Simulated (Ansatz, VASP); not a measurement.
## GaN in VASP and in Ansatz

File POSCAR:

```
GaN
1.0
    0.0000000000      2.2860602613      2.2081320503
    2.2860602613      0.0000000000      2.2081320503
    2.2860602613      2.2860602613      0.0000000000
Ga N
1 1
Direct
    0.0000000000      0.0000000000      0.0000000000
    0.2500000000      0.2500000000      0.2500000000
```

INCAR.step1

```
SYSTEM = GaN
  ALGO = Normal
  EDIFF = 1E-5
  ENCUT = 520
  GGA = PE
  ISIF = 2
  ISMEAR = 0
  LASPH = .True.
  LCHARG = .False.
  LREAL = .False.
  LWAVE = .True.
  NBANDS = 16
  NELM = 80
  PREC = Accurate
  SIGMA = 0.01
```

File INCAR.step2:

```
SYSTEM = GaN
  ALGO = Normal
  EDIFF = 1E-7
  ENCUT = 520
  GGA = PE
  HFSCREEN = 0.2079
  ISIF = 2
  ISMEAR = 0
  ISTART = 1
  LASPH = .True.
  LCHARG = .False.
  LHFCALC = .True.
  LREAL = .False.
  LWAVE = .False.
  NBANDS = 16
  NELM = 80
  PREC = Accurate
  PRECFOCK = Normal
  SIGMA = 0.01
```

The input KPOINTS:

```
k-points
0
Gamma
  6 6 6
  0 0 0
```

Input for Ansatz:

```yaml
crystal:
  lattice:
    - [0.0, 2.2860602613, 2.2081320503]
    - [2.2860602613, 0.0, 2.2081320503]
    - [2.2860602613, 2.2860602613, 0.0]
  atoms:
    - { symbol: Ga, position: [0.0, 0.0, 0.0] }
    - { symbol: "N", position: [0.25, 0.25, 0.25] }
kpoints:
  mp_grid: { grid: [6, 6, 6] }
  band_path:
    path:
      - [0.0, 0.0, 0.0]
      - [-0.5, -0.5, 0.0]
      - [-0.375, -0.375, 0.25]
      - [-0.375, 0.0, 0.375]
      - [0.0, 0.0, 0.5]
      - [-0.5, -0.25, 0.25]
    npoints: 1
hamiltonian:
  xc: hse06
scf:
  occupations: { method: fixed }
  n_extra_bands: 4
output:
  forces: true
  stress: true
  eigenvalues: true
```

Change from the starting cell: epitaxial_xy strain +1.7%.

Alike in both runs: task single point; functional HSE06; k mesh 6 × 6 × 6; no spin polarisation.

```csv
,VASP,Ansatz
version,VASP 6.6.1,Ansatz 0.2.0
potentials or method,"VASP PAW PBE potentials, release 64 (Ga_d, N)","plane waves, PAW"
plane-wave cutoff (eV),520,420
occupations,"gaussian, width 0.01 eV",fixed
valence electrons in the cell,18,18
```

```tsv
	VASP	Ansatz	Ansatz less VASP
gap on the k mesh at the Fermi level (eV)	2.81	2.79	-0.016
pressure (GPa)	-3.0	-2.9	+0.07
traceless stress, the component that is largest in VASP (GPa)	2.90	2.89	-0.016
```

Ansatz's warnings: stress exchange threshold loose, stress scf threshold loose.
